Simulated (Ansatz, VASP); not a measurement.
## Two plane-wave programs on In

```
CELL_PARAMETERS angstrom
5.44127 0.00000 0.00000
-2.72063 4.71228 0.00000
0.00000 0.00000 3.37875
ATOMIC_POSITIONS crystal
In 0.00000 0.00000 0.00000
In 0.33333 0.66667 0.50000
In 0.66667 0.33333 0.50000
```

Alike in both runs: functional revPBE; k mesh 7 × 7 × 10; occupations fermi-dirac, width 0.1 eV; no spin polarisation.

Ansatz relaxed the structure, and its values are those at the end. VASP's run is a single point on that final structure, the one shown.

|  | VASP | Ansatz |
| --- | --- | --- |
| version | VASP 6.6.1 | Ansatz 0.2.0 |
| potentials or method | VASP PAW PBE potentials, release 64 (In_d), cutoff 520 eV | plane waves (420 eV) with PAW, scalar-relativistic |
| valence electrons in the cell | 39 | 39 |

|  | VASP | Ansatz | Ansatz less VASP |
| --- | --- | --- | --- |
| pressure (GPa) | 0.0 | 0.0 | +0.02 |

VASP's potentials were made for PBE, not for revPBE.
